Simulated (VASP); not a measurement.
# BeZn3Se4 (Pmm2) in VASP: further runs

The runs below take BeZn3Se4 through single point, relaxation of cell and atoms, with PBE.

Everything below comes from runs of VASP 6.6.1. Logs are shortened: lines on timing, memory, paths and dates and some standing lists are left out, and cuts for length are marked.

### Step 1. The cell of the first run

Symmetry: Pmm2, No. 25, orthorhombic system. Conventional cell: a = 3.872 Å, b = 7.745 Å, c = 5.476 Å, α = 90.00°, β = 90.00°, γ = 90.00°. Be (site symmetry mm2) has 4 Se at 2.37 Å within 3.1 Å. Zn (site symmetry mm2) has 4 Se at 2.37 Å within 3.1 Å. Zn (site symmetry m) has 4 Se at 2.37 Å within 3.1 Å. Se (site symmetry m) has 3 Zn at 2.37 Å and 1 Be at 2.37 Å within 3.1 Å. Within 3.1 Å of Se (site symmetry mm2) lie 4 Zn at 2.37 Å. Within 3.1 Å of Se (site symmetry mm2) lie 2 Be at 2.37 Å and 2 Zn at 2.37 Å.

### Step 2. Single point, PBE

INCAR

```
  ALGO = Normal
  EDIFF = 1E-7
  ENCUT = 520
  GGA = PE
  ISIF = 2
  ISMEAR = 0
  LASPH = True
  LCHARG = False
  LREAL = False
  LWAVE = False
  NBANDS = 41
  NELM = 60
  PREC = Accurate
  SIGMA = 0.1
```

KPOINTS

```
k-points
0
Gamma
  4 2 4
```

POSCAR

```
BeZn3Se4
1.0
    3.8724243600      0.0000000000      0.0000000000
    0.0000000000      7.7448487300      0.0000000000
    0.0000000000      0.0000000000      5.4764350500
Be Zn Se
1 3 4
Direct
    0.0000000000      0.5000000000      0.0000000000
    0.0000000000      0.0000000000      0.0000000000
    0.5000000000      0.7500000000      0.5000000000
    0.5000000000      0.2500000000      0.5000000000
    0.0000000000      0.2500000000      0.2500000000
    0.0000000000      0.7500000000      0.2500000000
    0.5000000000      0.0000000000      0.7500000000
    0.5000000000      0.5000000000      0.7500000000
```

Potentials or basis: VASP PAW PBE potentials, release 64 (Be, Zn, Se).

The run is started by

```sh
$ cat potpaw_PBE.64/Be/POTCAR potpaw_PBE.64/Zn/POTCAR potpaw_PBE.64/Se/POTCAR > POTCAR
$ mpirun -np 1 vasp_std > vasp.out
```

OUTCAR:

```text
EDIFF = 1E-7
   ENCUT = 520
   GGA = PE
   ISIF = 2
   ISMEAR = 0
   LASPH = True
   LREAL = False
   NELM = 60
   PREC = Accurate

 ion  position               nearest neighbor table
   1  0.000  0.500  0.000-   8 2.37   8 2.37   5 2.37   6 2.37
   2  0.000  0.000  0.000-   7 2.37   7 2.37   5 2.37   6 2.37
   3  0.500  0.750  0.500-   6 2.37   6 2.37   8 2.37   7 2.37
   4  0.500  0.250  0.500-   5 2.37   5 2.37   8 2.37   7 2.37
   5  0.000  0.250  0.250-   4 2.37   4 2.37   1 2.37   2 2.37
   6  0.000  0.750  0.250-   3 2.37   3 2.37   1 2.37   2 2.37
   7  0.500  0.000  0.750-   2 2.37   2 2.37   4 2.37   3 2.37
   8  0.500  0.500  0.750-   1 2.37   1 2.37   4 2.37   3 2.37

  LATTYP: Found a simple orthorhombic cell.
 ALAT       =     3.8724243600
 B/A-ratio  =     1.4142135626
 C/A-ratio  =     2.0000000026

  Lattice vectors:

 A1 = (  -3.8724243600,   0.0000000000,   0.0000000000)
 A2 = (   0.0000000000,   0.0000000000,   5.4764350500)
 A3 = (   0.0000000000,   7.7448487300,   0.0000000000)

Analysis of symmetry for initial positions (statically):
=====================================================================
 Subroutine PRICEL returns:
 Original cell was already a primitive cell.

 Routine SETGRP: Setting up the symmetry group for a
 simple orthorhombic supercell.

 Subroutine GETGRP returns: Found  4 space group operations
 (whereof  4 operations were pure point group operations)
 out of a pool of  8 trial point group operations.

The static configuration has the point symmetry C_2v.

Analysis of symmetry for dynamics (positions and initial velocities):
=====================================================================
 Subroutine PRICEL returns:
 Original cell was already a primitive cell.

 Routine SETGRP: Setting up the symmetry group for a
 simple orthorhombic supercell.

 Subroutine GETGRP returns: Found  4 space group operations
 (whereof  4 operations were pure point group operations)
 out of a pool of  8 trial point group operations.

The dynamic configuration has the point symmetry C_2v.

 Subroutine INISYM returns: Found  4 space group operations
 (whereof  4 operations are pure point group operations),
 and found     1 'primitive' translations

----------------------------------------------------------------------------------------

                                     Primitive cell

  volume of cell :     164.2456

  direct lattice vectors                    reciprocal lattice vectors
     3.872424360  0.000000000  0.000000000     0.258236161  0.000000000  0.000000000
     0.000000000  7.744848730  0.000000000     0.000000000  0.129118080  0.000000000
     0.000000000  0.000000000  5.476435050     0.000000000  0.000000000  0.182600540

  length of vectors
     3.872424360  7.744848730  5.476435050     0.258236161  0.129118080  0.182600540

  position of ions in fractional coordinates (direct lattice)
     0.000000000  0.500000000  0.000000000
     0.000000000  0.000000000  0.000000000
     0.500000000  0.750000000  0.500000000
     0.500000000  0.250000000  0.500000000
     0.000000000  0.250000000  0.250000000
     0.000000000  0.750000000  0.250000000
     0.500000000  0.000000000  0.750000000
     0.500000000  0.500000000  0.750000000

  ion indices of the primitive-cell ions
   primitive index   ion index
                 1           1
                 2           2
                 3           3
                 4           4
                 5           5
                 6           6
                 7           7
                 8           8

----------------------------------------------------------------------------------------

 KPOINTS: k-points

Automatic generation of k-mesh.
 Grid dimensions read from file:
 generate k-points for:    4    2    4

 Generating k-lattice:

  Cartesian coordinates                     Fractional coordinates (reciprocal lattice)
     0.064559040  0.000000000  0.000000000     0.250000000  0.000000000  0.000000000
     0.000000000  0.064559040  0.000000000     0.000000000  0.500000000  0.000000000
     0.000000000  0.000000000  0.045650135     0.000000000  0.000000000  0.250000000

  Length of vectors
     0.064559040  0.064559040  0.045650135

  Shift w.r.t. Gamma in fractional coordinates (k-lattice)
     0.000000000  0.000000000  0.000000000

 Subroutine IBZKPT returns following result:
 ===========================================

 Found     18 irreducible k-points:

 Following reciprocal coordinates:
            Coordinates               Weight
  0.000000  0.000000  0.000000      1.000000
  0.250000  0.000000  0.000000      2.000000
  0.500000  0.000000  0.000000      1.000000
  0.000000  0.500000  0.000000      1.000000
  0.250000  0.500000  0.000000      2.000000
  0.500000  0.500000  0.000000      1.000000
[... 10 lines left out ...]
  0.250000  0.500000  0.500000      2.000000
  0.500000  0.500000  0.500000      1.000000
   k-points           NKPTS =     18   k-points in BZ     NKDIM =     18   number of bands    NBANDS=     41
   number of dos      NEDOS =    301   number of ions     NIONS =      8
   total plane-waves  NPLWV =  75600
   dimension x,y,z NGX =    30 NGY =   60 NGZ =   42
   dimension x,y,z NGXF=    60 NGYF=  120 NGZF=   84
   ions per type =               1   3   4
   NGX,Y,Z   is equivalent  to a cutoff of  12.88, 12.88, 12.75 a.u.
   NGXF,Y,Z  is equivalent  to a cutoff of  25.76, 25.76, 25.50 a.u.
 SYSTEM =  unknown system
   PREC   = accura    normal or accurate (medium, high low for compatibility)
   ISTART =      0    job   : 0-new  1-cont  2-samecut
   ICHARG =      2    charge: 1-file 2-atom 10-const
   ISPIN  =      1    spin polarized calculation?
   LNONCOLLINEAR =      F non collinear calculations
   LSORBIT =      F    spin-orbit coupling
   LASPH  =      T    aspherical Exc in radial PAW
   ENCUT  =  520.0 eV  38.22 Ry    6.18 a.u.   7.20 14.40 10.18*2*pi/ulx,y,z
   NELM   =     60;   NELMIN=  2; NELMDL= -5     # of ELM steps
   EDIFF  = 0.1E-06   stopping-criterion for ELM
   LREAL  =      F    real-space projection
   EDIFFG = 0.1E-05   stopping-criterion for IOM
   NSW    =      0    number of steps for IOM
   IBRION =     -1    ionic relax: 0-MD 1-quasi-New 2-CG
   NFREE  =      0    steps in history (QN), initial steepest desc. (CG)
   ISIF   =      2    stress and relaxation
   ISYM   =      2    0-nonsym 1-usesym 2-fastsym
   POTIM  = 0.5000    time-step for ionic-motion
   TEBEG  =    0.0;   TEEND  =   0.0 temperature during run
   PSTRESS=    0.0 pullay stress
   NELECT =      62.0000    total number of electrons
   NUPDOWN=      -1.0000    fix difference up-down
   EMIN   =  10.00;   EMAX   =-10.00  energy-range for DOS
   EFERMI =   0.00;   METHOD = LEGACY
   ISMEAR =     0;   SIGMA  =   0.10  broadening in eV -4-tet -1-fermi 0-gaus
   EFERMI_NEDOS =   21; number of points for ismear=-14 and -15
   IALGO  =     38    algorithm
   IMIX   =      4    mixing-type and parameters
     AMIX     =   0.40;   BMIX     =  1.00
     AMIX_MAG =   1.60;   BMIX_MAG =  1.00
  volume/ion in A,a.u.               =      20.53       138.55
  Fermi-wavevector in a.u.,A,eV,Ry     =   1.183153  2.235834 19.046119  1.399850
  Thomas-Fermi vector in A             =   2.319393
   LORBIT       =      0    0 simple, 1 ext, 2 COOP (PROOUT), +10 PAW based schemes
   GGA     = PE    functional components
   LHFCALC =     F    Hartree Fock is set to
   AEXX    =    0.0000 exact exchange contribution
   IVDW    =     0    specifies the selected vdW correction
   LEPSILON=     F    determine dielectric tensor
   LRPA    =     F    only Hartree local field effects (RPA)
 non-spin polarized calculation
 Gauss-broadening in eV      SIGMA  =   0.10
  energy-cutoff  :      520.00
  volume of cell :      164.25
 maximum number of plane-waves:      4468
 NGX is ok and might be reduce to    30
   NGX = 15   NGY = 29   NGZ = 21

 number of electron      61.9999909 magnetization

 Free energy of the ion-electron system (eV)
  ---------------------------------------------------
  ext. energy  EPLUGINS =         0.00000000
  ---------------------------------------------------
  free energy    TOTEN  =       -26.10973012 eV

  energy without entropy =      -26.10973012  energy(sigma->0) =      -26.10973012

 E-fermi :   2.8663     XC(G=0):  -9.5182

 val. band max:        2.3997833362   @ k =   0.0000   0.0000   0.0000
 cond. band min:       4.4134835134   @ k =   0.0000   0.0000   0.0000
 fundamental gap:      2.0137001773
 Fermi energy:         2.8662518597

 k-point     1 :       0.0000    0.0000    0.0000
  band No.  band energies     occupation
      1     -11.3274      2.00000
      2     -10.3928      2.00000
      3     -10.3650      2.00000
      4      -9.9963      2.00000
      5      -4.4437      2.00000
      6      -4.4304      2.00000
[... 33 lines left out ...]
     40       9.0858      0.00000
     41       9.0905      0.00000

 k-point     2 :       0.2500    0.0000    0.0000
  band No.  band energies     occupation
      1     -11.0218      2.00000
      2     -10.2185      2.00000
      3     -10.2143      2.00000
      4     -10.0028      2.00000
      5      -4.4413      2.00000
      6      -4.3896      2.00000
[... 33 lines left out ...]
     40       8.3164      0.00000
     41       8.8929      0.00000

 k-point     3 :       0.5000    0.0000    0.0000
  band No.  band energies     occupation
      1     -10.4274      2.00000
      2     -10.3620      2.00000
      3     -10.0174      2.00000
      4      -9.9780      2.00000
      5      -4.4291      2.00000
      6      -4.3894      2.00000
[... 611 lines left out ...]
      2     -10.3966      2.00000
      3     -10.3684      2.00000
      4     -10.2297      2.00000
      5      -4.3510      2.00000
      6      -4.3466      2.00000
[... 33 lines left out ...]
     40       9.2197      0.00000
     41       9.2592      0.00000

 k-point    18 :       0.5000    0.5000    0.5000
  band No.  band energies     occupation
      1     -10.3160      2.00000
      2     -10.1991      2.00000
      3     -10.1607      2.00000
      4     -10.0625      2.00000
      5      -4.3558      2.00000
      6      -4.3206      2.00000
[... 33 lines left out ...]
     40       9.5081      0.00000
     41       9.7299      0.00000

------------------------ aborting loop because EDIFF is reached ----------------------------------------

  FORCE on cell =-STRESS in cart. coord.  units (eV):
  Direction    XX          YY          ZZ          XY          YZ          ZX
  --------------------------------------------------------------------------------------
  -------------------------------------------------------------------------------------
  Total        6.4199922      6.3945415      5.8770044      0.0000000      0.0000000      0.0000000
  in kB       62.6255078     62.3772415     57.3287894      0.0000000      0.0000000      0.0000000
  external PRESSURE =      60.7771796 kB  Pullay stress =       0.0000000 kB

 VOLUME and BASIS-vectors are now :
 -----------------------------------------------------------------------------
  energy-cutoff  :      520.00
  volume of cell :      164.25
      direct lattice vectors                 reciprocal lattice vectors
     3.872424360  0.000000000  0.000000000     0.258236161  0.000000000  0.000000000
     0.000000000  7.744848730  0.000000000     0.000000000  0.129118080  0.000000000
     0.000000000  0.000000000  5.476435050     0.000000000  0.000000000  0.182600540

 POSITION                                       TOTAL-FORCE (eV/Angst)
 -----------------------------------------------------------------------------------
      0.00000      3.87242      0.00000        -0.000000      0.000000      0.034902
      0.00000      0.00000      0.00000        -0.000000      0.000000     -0.025163
      1.93621      5.80864      2.73822         0.000000     -0.023296     -0.000264
      1.93621      1.93621      2.73822         0.000000      0.023296     -0.000264
      0.00000      1.93621      1.36911        -0.000000      1.241172     -0.875755
      0.00000      5.80864      1.36911        -0.000000     -1.241172     -0.875755
      1.93621      0.00000      4.10733        -0.000000      0.000000     -0.034627
      1.93621      3.87242      4.10733        -0.000000      0.000000      1.776925
 -----------------------------------------------------------------------------------
    total drift:                                0.000000     -0.000000     -0.000040

  FREE ENERGIE OF THE ION-ELECTRON SYSTEM (eV)
  ---------------------------------------------------
  free  energy   TOTEN  =       -26.1097301186 eV

  energy  without entropy=      -26.1097301186  energy(sigma->0) =      -26.10973012
```

Wall time 4.5 min (1 thread of Intel Xeon 8259CL, shared host); peak memory 0.32 GiB.

What came out:

```yaml
Free_energy: -26.1097 eV
Pressure: 6.1 GPa
Largest_force: 1.777 eV/Å
Band_gap_on_the_k_mesh: 2.01 eV
```

Forces in eV/Å, atoms in the order of the input:
```
Be   0.000  0.000  0.035
Zn   0.000  0.000 -0.025
Zn   0.000 -0.023  0.000
Zn   0.000  0.023  0.000
Se   0.000  1.241 -0.876
Se   0.000 -1.241 -0.876
Se   0.000  0.000 -0.035
Se   0.000  0.000  1.777
```

Stress tensor (GPa, compression positive):
```
6.26 0.00 0.00
0.00 6.24 0.00
0.00 0.00 5.73
```

Caveat: the cell stands under pressure; forces of over 1 eV/Å act on the atoms, so gaps and moduli don't describe the material at rest.

(Part 1 of 3 ends here.)
